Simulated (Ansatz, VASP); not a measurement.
C: VASP beside Ansatz

The input INCAR:

```
SYSTEM = C
PREC = Accurate ; ENCUT = 600
EDIFF = 1E-6 ; ISMEAR = 0
SIGMA = 0.01 ; LREAL = .False.
LASPH = .True. ; NELM = 80
ALGO = Normal ; ISIF = 3
LWAVE = .False. ; LCHARG = .False.
GGA = PE ; IVDW = 12
IBRION = 2 ; NSW = 80
EDIFFG = -0.001
```

File KPOINTS:

```
Automatic mesh
0
Gamma
  12 12 12
  0 0 0
```

File POSCAR:

```
C
1.0
    1.2325247541      0.7115984986      3.3485511682
   -1.2325247541      0.7115984986      3.3485511682
    0.0000000000     -1.4231969972      3.3485511682
C
2
Direct
    0.1665865322      0.1665865322      0.1665865322
    0.8334134678      0.8334134678      0.8334134678
```

Input for Ansatz:

```yaml
crystal:
  lattice:
    - [1.2325247541, 0.7115984986, 3.3485511682]
    - [-1.2325247541, 0.7115984986, 3.3485511682]
    - [0.0, -1.4231969972, 3.3485511682]
  atoms:
    - { symbol: C, position: [0.1665865322, 0.1665865322, 0.1665865322] }
    - { symbol: C, position: [0.8334134678, 0.8334134678, 0.8334134678] }
basis:
  ecutwfc: 420
kpoints:
  mp_grid: { grid: [12, 12, 12] }
hamiltonian:
  xc: pbe
  dispersion: d3bj
scf:
  occupations: { method: fixed }
output:
  forces: true
  stress: true
  eigenvalues: true
relax:
  adjacent_minimum: "off"
  f_tol: 0.001
  max_steps: 60
  cell: { stress_tol: 0.01 }
```

Alike in both runs: task relaxation of cell and atoms; functional PBE; dispersion D3(BJ); k mesh 12 × 12 × 12; no spin polarisation.

```csv
,VASP,Ansatz
version,VASP 6.6.1,Ansatz 0.2.0
potentials or method,"VASP PAW PBE potentials, release 64 (C), cutoff 600 eV","scalar-relativistic, plane waves, PAW"
occupations,"gaussian, width 0.01 eV",fixed
valence electrons in the cell,8,8
```

Ansatz gave:

```
gap on the k mesh at the Fermi level, each at its own relaxed structure (eV) : 0.66
relaxed volume (Å³/atom)                                                     : 8.81
relaxed cell length with the largest relative difference (Å)                 : 3.639
```

**Question.** What did VASP give for the same quantities?

**Answer.** gap on the k mesh at the Fermi level, each at its own relaxed structure (eV): 0.69; relaxed volume (Å³/atom): 8.75; relaxed cell length with the largest relative difference (Å): 3.615.
